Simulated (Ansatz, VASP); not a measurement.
**One calculation of AgCl, two programs**

POSCAR

```
AgCl
1.0
    4.0048623878      0.0000000000      0.0000000000
   -2.0024311939      3.4683125665      0.0000000000
    0.0000000000      0.0000000000      6.2010351026
Ag Cl
2 2
Direct
    0.0000000000      0.0000000000      0.0000000000
    0.0000000000      0.0000000000      0.5000000000
    0.3333333333      0.6666666667      0.2500000000
    0.6666666667      0.3333333333      0.7500000000
```

The input INCAR.step1:

```
  PREC = Accurate
  ENCUT = 520
  ISMEAR = 0
  SIGMA = 0.01
  LREAL = False
  LASPH = True
  NELM = 80
  NBANDS = 26
  GGA = PE
  ALGO = Normal
  EDIFF = 1E-4
  LWAVE = True
  LCHARG = False
```

Contents of INCAR.step2:

```
  PREC = Accurate
  ENCUT = 520
  EDIFF = 1E-7
  ISMEAR = 0
  SIGMA = 0.01
  LREAL = False
  LASPH = True
  NELM = 80
  ALGO = Normal
  ISIF = 2
  LWAVE = False
  LCHARG = False
  METAGGA = R2SCAN
  LMIXTAU = True
  NBANDS = 26
  ISTART = 1
```

KPOINTS

```
Automatic mesh
0
Gamma
  12 12 4
```

Input for Ansatz:

```yaml
crystal:
  lattice:
    - [4.0048623878, 0.0, 0.0]
    - [-2.0024311939, 3.4683125665, 0.0]
    - [0.0, 0.0, 6.2010351026]
  atoms:
    - { symbol: Ag, position: [0.0, 0.0, 0.0] }
    - { symbol: Ag, position: [0.0, 0.0, 0.5] }
    - { symbol: Cl, position: [0.3333333333, 0.6666666667, 0.25] }
    - { symbol: Cl, position: [0.6666666667, 0.3333333333, 0.75] }
kpoints:
  mp_grid: { grid: [12, 12, 4] }
  band_path:
    path:
      - [0.0, 0.0, 0.0]
      - [0.5, 0.0, 0.0]
      - [0.3333333333, 0.3333333333, 0.0]
      - [0.0, 0.0, 0.5]
      - [0.5, 0.0, 0.5]
      - [0.3333333333, 0.3333333333, 0.5]
    npoints: 1
hamiltonian:
  xc: r2scan
scf:
  occupations: { method: fixed }
  n_extra_bands: 5
output:
  forces: true
  stress: true
  eigenvalues: true
```

Alike in both runs: task single point; functional r2SCAN; k mesh 12 × 12 × 4; no spin polarisation.

|  | VASP | Ansatz |
| --- | --- | --- |
| version | VASP 6.6.1 | Ansatz 0.2.0 |
| potentials or method | VASP PAW PBE potentials, release 64 (Ag, Cl) | plane waves, PAW |
| plane-wave cutoff (eV) | 520 | 500 |
| occupations | gaussian, width 0.01 eV | fixed |
| valence electrons in the cell | 36 | 52 |

```csv
,VASP,Ansatz,Ansatz less VASP
gap on the k mesh at the Fermi level (eV),1.43,1.48,+0.050
pressure (GPa),-0.1,0.0,+0.07
```

VASP's potentials were made for PBE, not for r2SCAN. VASP's potentials hold 36 valence electrons a cell and Ansatz's 52, so a difference there can come from the potentials and not from the codes.
